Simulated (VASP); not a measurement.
The system is Hf7S.

```xyz
8
Lattice="6.4938 0.0000 0.0000 -3.2469 5.6238 0.0000 0.0000 0.0000 5.4589" Properties=species:S:1:pos:R:3 pbc="T T T"
Hf    3.2469    0.0055    2.7295
Hf    4.8656    2.8092    2.7295
Hf    1.6282    2.8092    2.7295
Hf   -1.6166    4.6825    0.0000
Hf    1.6166    4.6825    0.0000
Hf    0.0000    1.8825    0.0000
Hf    3.2469    1.8746    0.0000
S     0.0000    0.0000    2.7295
```

The cell was built from a structure type or drawn by symmetry, and may not be a known phase.

```yaml
Program: VASP 6.6.1
Task: relaxation of cell and atoms
Functional: PBE
Potentials_or_basis: VASP PAW PBE potentials, release 64 (Hf_pv, S)
Cutoff: 600 eV
k_mesh: 3 × 3 × 4
Occupations: gaussian, width 0.1 eV
Spin: no spin polarisation
```

At the start: pressure -12.5 GPa; volume 24.92 Å³/atom.

Q: How do energy, volume and symmetry change on relaxing?

A: Over 7 steps the energy falls by 170.6 meV/atom and the volume is 21.15 Å³/atom (-15.1 %); space group P-6m2 (No. 187, to 0.1 Å) before and after.

Step by step:
```tsv
step	energy change (eV)	largest force (eV/Å)	pressure (GPa)	volume (Å³)
1	0.0000	0.1058	-12.46	199.36
2	-0.4193	0.7779	15.82	148.51
3	-1.3431	0.3150	-0.17	169.36
4	-1.3433	0.3253	0.17	168.79
5	-1.3600	0.1760	0.17	168.66
6	-1.3649	0.0415	0.19	168.54
7	-1.3652	0.0126	-0.22	169.21
```

Final structure:
```yaml
crystal:
  lattice:
    - [6.19806, 0.00000, 0.00000]
    - [-3.09903, 5.36768, 0.00000]
    - [0.00000, 0.00000, 5.08605]
  atoms:
    - { symbol: Hf, position: [0.50042, 0.00084, 0.50000] }
    - { symbol: Hf, position: [0.99916, 0.49958, 0.50000] }
    - { symbol: Hf, position: [0.50042, 0.49958, 0.50000] }
    - { symbol: Hf, position: [0.16473, 0.83527, 0.00000] }
    - { symbol: Hf, position: [0.67054, 0.83527, 0.00000] }
    - { symbol: Hf, position: [0.16473, 0.32946, 0.00000] }
    - { symbol: Hf, position: [0.66667, 0.33333, 0.00000] }
    - { symbol: S, position: [0.00000, 0.00000, 0.50000] }
```

Caveat: the k points lie up to 0.39 Å⁻¹ apart in the final cell, too coarse for converged energies and pressures of a metal; the volume moved by over 15 % at a fixed basis, so the end points are rough.
